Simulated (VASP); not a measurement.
Wanted: the native input for a VASP 6.6.1 run.

- Task: single point
- Functional: PBEsol
- Potentials or basis: VASP PAW PBE potentials, release 64 (Fe, Ge_d)
- Cutoff: 600 eV
- k mesh: 10 × 10 × 10
- Occupations: gaussian, width 0.03 eV
- Spin: no spin polarisation
- Dipole correction: no
- Further INCAR settings: ALGO = Normal; EDIFF = 1e-06; NBANDS = 54

The structure of FeGe lies in POSCAR:

```
FeGe
1.0
    4.7460327292      0.0000000000      0.0000000000
    0.0000000000      4.7460327292      0.0000000000
    0.0000000000      0.0000000000      4.7460327292
Fe Ge
4 4
Direct
    0.1266206342      0.1266206342      0.1266206342
    0.3733793658      0.8733793658      0.6266206342
    0.6266206342      0.3733793658      0.8733793658
    0.8733793658      0.6266206342      0.3733793658
    0.8353465552      0.8353465552      0.8353465552
    0.6646534448      0.1646534448      0.3353465552
    0.3353465552      0.6646534448      0.1646534448
    0.1646534448      0.3353465552      0.6646534448
```

One way to write it, as run:

INCAR

```
SYSTEM = FeGe
PREC = Accurate
ENCUT = 600
EDIFF = 1E-6
ISMEAR = 0
SIGMA = 0.03
LREAL = .False.
LASPH = .True.
NELM = 120
ALGO = Normal
ISIF = 2
LWAVE = .False.
LCHARG = .False.
GGA = PS
NBANDS = 54
GGA_COMPAT = .False.
```

KPOINTS

```
Automatic mesh
0
Gamma
  10 10 10
  0 0 0
```

Potentials or basis: VASP PAW PBE potentials, release 64 (Fe, Ge_d).

Command:

```console
$ cat potpaw_PBE.64/Fe/POTCAR potpaw_PBE.64/Ge_d/POTCAR > POTCAR
$ mpirun -np 1 vasp_std > vasp.out
```

Results of the run:

| Property | Result |
| --- | --- |
| Pressure | -15.6 GPa |
| Largest force | 0.017 eV/Å |
| Band gap on the k mesh | 0.09 eV (least direct gap 0.12 eV) |

Caveat: the cell stands under tension; the PAW data sets were made with another functional, which shifts forces and pressure a little.

Run time: 9.6 min on 1 thread of Intel(R) Xeon(R) Platinum 8259CL CPU @ 2.50GHz (Skylake/Cascade Lake), on a shared host, peak memory 0.53 GiB.
